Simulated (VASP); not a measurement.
# W (Im-3m) in VASP: single point with r2SCAN

Aim: the single point of W with r2SCAN.

All numbers are computed with VASP 6.6.1; they aren't measurements. Logs are shortened: lines on timing, memory, paths and dates and some standing lists are left out, and cuts for length are marked.

### 1 The cell of the first run

It takes space group Im-3m (No. 229, cubic). The conventional cell has a = 3.168 Å, b = 3.168 Å, c = 3.168 Å, α = 90.00°, β = 90.00°, γ = 90.00°. W (site symmetry m-3m) has 14 W at 2.74 to 3.17 Å within 3.6 Å.

### 2 Single point, r2SCAN

POSCAR

```
W
1.0
   -1.5841950764      1.5841950764      1.5841950764
    1.5841950764     -1.5841950764      1.5841950764
    1.5841950764      1.5841950764     -1.5841950764
W
1
Direct
    0.0000000000      0.0000000000      0.0000000000
```

INCAR.step1

```
SYSTEM = W
PREC = Accurate
ENCUT = 520
ISMEAR = 0
SIGMA = 0.1
LREAL = .FALSE.
LASPH = .TRUE.
NELM = 100
NBANDS = 13
GGA = PE
ALGO = Normal
EDIFF = 1E-4
LWAVE = .TRUE.
LCHARG = .FALSE.
```

INCAR.step2

```
SYSTEM = W
PREC = Accurate
ENCUT = 520
EDIFF = 1E-6
ISMEAR = 0
SIGMA = 0.1
LREAL = .FALSE.
LASPH = .TRUE.
NELM = 100
ALGO = Normal
ISIF = 2
LWAVE = .FALSE.
LCHARG = .TRUE.
METAGGA = R2SCAN
LMIXTAU = .TRUE.
LELF = .TRUE.
LVHAR = .TRUE.
NBANDS = 13
ISTART = 1
```

KPOINTS

```
regular mesh
0
G
  18 18 18
  0 0 0
```

Potentials or basis: VASP PAW PBE potentials, release 64 (W_sv).

Started as:

```console
$ cat potpaw_PBE.64/W_sv/POTCAR > POTCAR
$ cp INCAR.step1 INCAR
$ mpirun -np 1 vasp_std > vasp.out
$ cp INCAR.step2 INCAR
$ mpirun -np 1 vasp_std > vasp.out
```

OUTCAR:

```text
SYSTEM = W
   PREC = Accurate
   ENCUT = 520
   EDIFF = 1E-6
   ISMEAR = 0
   LREAL = .FALSE.
   LASPH = .TRUE.
   NELM = 100
   ISIF = 2
   METAGGA = R2SCAN
   ISTART = 1

 ion  position               nearest neighbor table
   1  0.000  0.000  0.000-

  LATTYP: Found a body centered cubic cell.
 ALAT       =     3.1683901528

  Lattice vectors:

 A1 = (  -1.5841950764,   1.5841950764,   1.5841950764)
 A2 = (   1.5841950764,  -1.5841950764,   1.5841950764)
 A3 = (   1.5841950764,   1.5841950764,  -1.5841950764)

Analysis of symmetry for initial positions (statically):
=====================================================================
 Subroutine PRICEL returns:
 Original cell was already a primitive cell.

 Routine SETGRP: Setting up the symmetry group for a
 body centered cubic supercell.

 Subroutine GETGRP returns: Found 48 space group operations
 (whereof 48 operations were pure point group operations)
 out of a pool of 48 trial point group operations.

The static configuration has the point symmetry O_h .

Analysis of symmetry for dynamics (positions and initial velocities):
=====================================================================
 Subroutine PRICEL returns:
 Original cell was already a primitive cell.

 Routine SETGRP: Setting up the symmetry group for a
 body centered cubic supercell.

 Subroutine GETGRP returns: Found 48 space group operations
 (whereof 48 operations were pure point group operations)
 out of a pool of 48 trial point group operations.

The dynamic configuration has the point symmetry O_h .

 Subroutine INISYM returns: Found 48 space group operations
 (whereof 48 operations are pure point group operations),
 and found     1 'primitive' translations

----------------------------------------------------------------------------------------

                                     Primitive cell

  volume of cell :      15.9033

  direct lattice vectors                    reciprocal lattice vectors
    -1.584195076  1.584195076  1.584195076     0.000000000  0.315617696  0.315617696
     1.584195076 -1.584195076  1.584195076     0.315617696  0.000000000  0.315617696
     1.584195076  1.584195076 -1.584195076     0.315617696  0.315617696  0.000000000

  length of vectors
     2.743906361  2.743906361  2.743906361     0.446350826  0.446350826  0.446350826

  position of ions in fractional coordinates (direct lattice)
     0.000000000  0.000000000  0.000000000

  ion indices of the primitive-cell ions
   primitive index   ion index
                 1           1

----------------------------------------------------------------------------------------

 KPOINTS: regular mesh

Automatic generation of k-mesh.
 Grid dimensions read from file:
 generate k-points for:   18   18   18

 Generating k-lattice:

  Cartesian coordinates                     Fractional coordinates (reciprocal lattice)
     0.000000000  0.017534316  0.017534316     0.055555556  0.000000000  0.000000000
     0.017534316  0.000000000  0.017534316     0.000000000  0.055555556  0.000000000
     0.017534316  0.017534316  0.000000000     0.000000000  0.000000000  0.055555556

  Length of vectors
     0.024797268  0.024797268  0.024797268

  Shift w.r.t. Gamma in fractional coordinates (k-lattice)
     0.000000000  0.000000000  0.000000000

 Subroutine IBZKPT returns following result:
 ===========================================

 Found    195 irreducible k-points:

 Following reciprocal coordinates:
            Coordinates               Weight
  0.000000  0.000000  0.000000      1.000000
  0.055556  0.000000  0.000000     12.000000
  0.111111  0.000000  0.000000     12.000000
  0.166667  0.000000  0.000000     12.000000
  0.222222  0.000000  0.000000     12.000000
  0.277778  0.000000  0.000000     12.000000
[... 16 lines left out ...]
  0.333333  0.111111  0.000000     48.000000
  0.388889  0.111111  0.000000     48.000000
 [... further k-points ...]
   k-points           NKPTS =    195   k-points in BZ     NKDIM =    195   number of bands    NBANDS=     13
   number of dos      NEDOS =    301   number of ions     NIONS =      1
   total plane-waves  NPLWV =   8000
   dimension x,y,z NGX =    20 NGY =   20 NGZ =   20
   dimension x,y,z NGXF=    40 NGYF=   40 NGZF=   40
   ions per type =               1
   NGX,Y,Z   is equivalent  to a cutoff of  12.12, 12.12, 12.12 a.u.
   NGXF,Y,Z  is equivalent  to a cutoff of  24.23, 24.23, 24.23 a.u.
 SYSTEM =  W
   PREC   = accura    normal or accurate (medium, high low for compatibility)
   ISTART =      1    job   : 0-new  1-cont  2-samecut
   ICHARG =      0    charge: 1-file 2-atom 10-const
   ISPIN  =      1    spin polarized calculation?
   LNONCOLLINEAR =      F non collinear calculations
   LSORBIT =      F    spin-orbit coupling
   LASPH  =      T    aspherical Exc in radial PAW
   ENCUT  =  520.0 eV  38.22 Ry    6.18 a.u.   5.10  5.10  5.10*2*pi/ulx,y,z
   NELM   =    100;   NELMIN=  2; NELMDL=  0     # of ELM steps
   EDIFF  = 0.1E-05   stopping-criterion for ELM
   LREAL  =      F    real-space projection
   EDIFFG = 0.1E-04   stopping-criterion for IOM
   NSW    =      0    number of steps for IOM
   IBRION =     -1    ionic relax: 0-MD 1-quasi-New 2-CG
   NFREE  =      0    steps in history (QN), initial steepest desc. (CG)
   ISIF   =      2    stress and relaxation
   ISYM   =      2    0-nonsym 1-usesym 2-fastsym
   POTIM  = 0.5000    time-step for ionic-motion
   TEBEG  =    0.0;   TEEND  =   0.0 temperature during run
   PSTRESS=    0.0 pullay stress
   NELECT =      14.0000    total number of electrons
   NUPDOWN=      -1.0000    fix difference up-down
   EMIN   =  10.00;   EMAX   =-10.00  energy-range for DOS
   EFERMI =   0.00;   METHOD = LEGACY
   ISMEAR =     0;   SIGMA  =   0.10  broadening in eV -4-tet -1-fermi 0-gaus
   EFERMI_NEDOS =   21; number of points for ismear=-14 and -15
   IALGO  =     38    algorithm
   IMIX   =      4    mixing-type and parameters
     AMIX     =   0.40;   BMIX     =  1.00
     AMIX_MAG =   1.60;   BMIX_MAG =  1.00
  volume/ion in A,a.u.               =      15.90       107.32
  Fermi-wavevector in a.u.,A,eV,Ry     =   1.568997  2.964975 33.494175  2.461752
  Thomas-Fermi vector in A             =   2.670945
   LORBIT       =      0    0 simple, 1 ext, 2 COOP (PROOUT), +10 PAW based schemes
   METAGGA = R2SCAN    functional components
   LHFCALC =     F    Hartree Fock is set to
   AEXX    =    0.0000 exact exchange contribution
   IVDW    =     0    specifies the selected vdW correction
   LEPSILON=     F    determine dielectric tensor
   LRPA    =     F    only Hartree local field effects (RPA)
 non-spin polarized calculation
 Gauss-broadening in eV      SIGMA  =   0.10
  energy-cutoff  :      520.00
  volume of cell :       15.90
 maximum number of plane-waves:       444
   NGX = 11   NGY = 11   NGZ = 11

 number of electron      14.0000003 magnetization

 Free energy of the ion-electron system (eV)
  ---------------------------------------------------
  ext. energy  EPLUGINS =         0.00000000
  ---------------------------------------------------
  free energy    TOTEN  =       -51.34755428 eV

  energy without entropy =      -51.34396091  energy(sigma->0) =      -51.34575760

 E-fermi :  11.2365     XC(G=0): -14.9372

 val. band max:       11.2264466687   @ k =  -0.1667   0.1667   0.0556
 cond. band min:      11.2484801732   @ k =  -0.3889   0.3889   0.2778
 fundamental gap:      0.0220335046
 Fermi energy:        11.2365294417

 k-point     1 :       0.0000    0.0000    0.0000
  band No.  band energies     occupation
      1     -64.8687      2.00000
      2     -27.7342      2.00000
      3     -27.7342      2.00000
      4     -27.7342      2.00000
      5       1.1323      2.00000
      6       9.9682      2.00000
      7       9.9682      2.00000
      8       9.9682      2.00000
      9      13.8022      0.00000
     10      13.8022      0.00000
     11      26.4943      0.00000
     12      26.4943      0.00000
     13      26.4943      0.00000

 k-point     2 :       0.0556    0.0000    0.0000
  band No.  band energies     occupation
      1     -64.8642      2.00000
      2     -27.7787      2.00000
      3     -27.7480      2.00000
      4     -27.7344      2.00000
      5       1.2883      2.00000
      6       9.8719      2.00000
      7       9.9458      2.00000
      8      10.1179      2.00000
      9      13.6446      0.00000
     10      13.8015      0.00000
     11      26.6275      0.00000
     12      26.7601      0.00000
     13      26.8729      0.00000

 k-point     3 :       0.1111    0.0000    0.0000
  band No.  band energies     occupation
      1     -64.8514      2.00000
      2     -27.9053      2.00000
      3     -27.7873      2.00000
      4     -27.7351      2.00000
      5       1.7389      2.00000
      6       9.6059      2.00000
      7       9.8518      2.00000
      8      10.5617      2.00000
      9      13.3043      0.00000
     10      13.8075      0.00000
     11      26.9595      0.00000
     12      27.5328      0.00000
     13      27.8308      0.00000

 k-point     4 :       0.1667    0.0000    0.0000
  band No.  band energies     occupation
      1     -64.8316      2.00000
      2     -28.0954      2.00000
      3     -27.8471      2.00000
      4     -27.7360      2.00000
      5       2.4288      2.00000
      6       9.2265      2.00000
      7       9.6445      2.00000
      8      11.2844      0.49830
      9      13.0439      0.00000
     10      13.8400      0.00000
     11      27.2444      0.00000
     12      28.7493      0.00000
     13      28.8348      0.00000

 k-point     5 :       0.2222    0.0000    0.0000
  band No.  band energies     occupation
      1     -64.8073      2.00000
      2     -28.3228      2.00000
      3     -27.9197      2.00000
      4     -27.7373      2.00000
      5       3.2504      2.00000
      6       8.7996      2.00000
      7       9.3861      2.00000
      8      12.2584      0.00000
      9      13.0177      0.00000
     10      13.9199      0.00000
     11      27.0521      0.00000
     12      28.9403      0.00000
     13      30.3314      0.00000
[... 257 lines left out ...]
 k-point    22 :       0.2778    0.1111    0.0000
  band No.  band energies     occupation
      1     -64.7504      2.00000
      2     -28.7711      2.00000
      3     -28.0943      2.00000
      4     -27.7975      2.00000
      5       4.9574      2.00000
      6       8.0617      2.00000
      7       9.1374      2.00000
      8      13.0893      0.00000
      9      14.5301      0.00000
     10      15.4516      0.00000
     11      25.1266      0.00000
     12      26.5916      0.00000
     13      31.2066      0.00000

 k-point    23 :       0.3333    0.1111    0.0000
  band No.  band energies     occupation
      1     -64.7316      2.00000
      2     -28.9160      2.00000
      3     -28.1643      2.00000
      4     -27.8001      2.00000
      5       5.1487      2.00000
      6       7.8163      2.00000
      7       9.7937      2.00000
      8      13.3793      0.00000
      9      14.6724      0.00000
     10      16.7817      0.00000
     11      23.8552      0.00000
     12      25.2339      0.00000
     13      29.8478      0.00000

 k-point    24 :       0.3889    0.1111    0.0000
  band No.  band energies     occupation
      1     -64.7193      2.00000
      2     -29.0091      2.00000
      3     -28.2101      2.00000
      4     -27.8017      2.00000
      5       5.1553      2.00000
      6       7.6660      2.00000
      7      10.5249      2.00000
      8      13.4862      0.00000
      9      14.8850      0.00000
     10      17.8496      0.00000
     11      22.7154      0.00000
     12      24.4241      0.00000
     13      28.7899      0.00000

 [... further k-points ...]

------------------------ aborting loop because EDIFF is reached ----------------------------------------

  FORCE on cell =-STRESS in cart. coord.  units (eV):
  Direction    XX          YY          ZZ          XY          YZ          ZX
  --------------------------------------------------------------------------------------
  -------------------------------------------------------------------------------------
  Total        0.1230116      0.1230116      0.1230116      0.0000000      0.0000000     -0.0000000
  in kB       12.3928396     12.3928396     12.3928396      0.0000000      0.0000000     -0.0000000
  external PRESSURE =      12.3928396 kB  Pullay stress =       0.0000000 kB

 VOLUME and BASIS-vectors are now :
 -----------------------------------------------------------------------------
  energy-cutoff  :      520.00
  volume of cell :       15.90
      direct lattice vectors                 reciprocal lattice vectors
    -1.584195076  1.584195076  1.584195076     0.000000000  0.315617696  0.315617696
     1.584195076 -1.584195076  1.584195076     0.315617696  0.000000000  0.315617696
     1.584195076  1.584195076 -1.584195076     0.315617696  0.315617696  0.000000000

 POSITION                                       TOTAL-FORCE (eV/Angst)
 -----------------------------------------------------------------------------------
      0.00000      0.00000      0.00000         0.000000     -0.000000     -0.000000
 -----------------------------------------------------------------------------------
    total drift:                                0.000000     -0.000000      0.000000

  FREE ENERGIE OF THE ION-ELECTRON SYSTEM (eV)
  ---------------------------------------------------
  free  energy   TOTEN  =       -51.3475542807 eV

  energy  without entropy=      -51.3439609136  energy(sigma->0) =      -51.34575760
```

Wall time 2.9 min (1 thread of Intel Xeon 8259CL, shared host); peak memory 0.16 GiB.

Results:

- Free energy: -51.3476 eV
- Pressure: 1.2 GPa
- Band gap on the k mesh: zero (bands 7 and 8 overlap by 6.59 eV)

Caveat: the PAW data sets were made with another functional, which shifts forces and pressure a little; spin-orbit coupling is left out, which moves the levels of the heavy elements.

The gap in the log of VASP goes by the Fermi energy; the results here count the filled bands.